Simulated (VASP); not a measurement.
A run of VASP 6.6.1:

Contents of INCAR:

```
PREC     = Accurate       # precision mode
ENCUT    = 520            # plane-wave cutoff, eV
EDIFF    = 1E-7           # SCF threshold, eV
ISMEAR   = -1             # smearing method
SIGMA    = 0.05           # smearing width, eV
LREAL    = False          # projectors in reciprocal space
LASPH    = True           # aspherical terms in the spheres
NELM     = 60             # most SCF steps
ALGO     = Normal         # electronic algorithm
ISIF     = 2              # what is computed and relaxed
LWAVE    = False          # write WAVECAR
LCHARG   = False          # write CHGCAR
GGA      = CA             # functional
NBANDS   = 17             # bands
```

The input KPOINTS:

```
regular mesh
0
Gamma
  8 8 8
```

The input POSCAR:

```
PbSe
1.0
    0.0000000000      3.1206779849      3.1206779849
    3.1206779849      0.0000000000      3.1206779849
    3.1206779849      3.1206779849      0.0000000000
Pb Se
1 1
Direct
    0.0000000000      0.0000000000      0.0000000000
    0.5000000000      0.5000000000      0.5000000000
```

Potentials or basis: VASP PAW LDA potentials, release 64 (Pb_d, Se).

Command:

```bash
$ cat potpaw_LDA.64/Pb_d/POTCAR potpaw_LDA.64/Se/POTCAR > POTCAR
$ mpirun -np 1 vasp_std > vasp.out
```

Hardware: 1 thread of Intel Xeon 6975P-C (shared host).

**Question.** How long does it take, and how much memory?

**Answer.** It took 30 s on 1 thread of Intel Xeon 6975P-C (shared host), peak memory 0.18 GiB. Counts: scf iterations 13, k points 29.
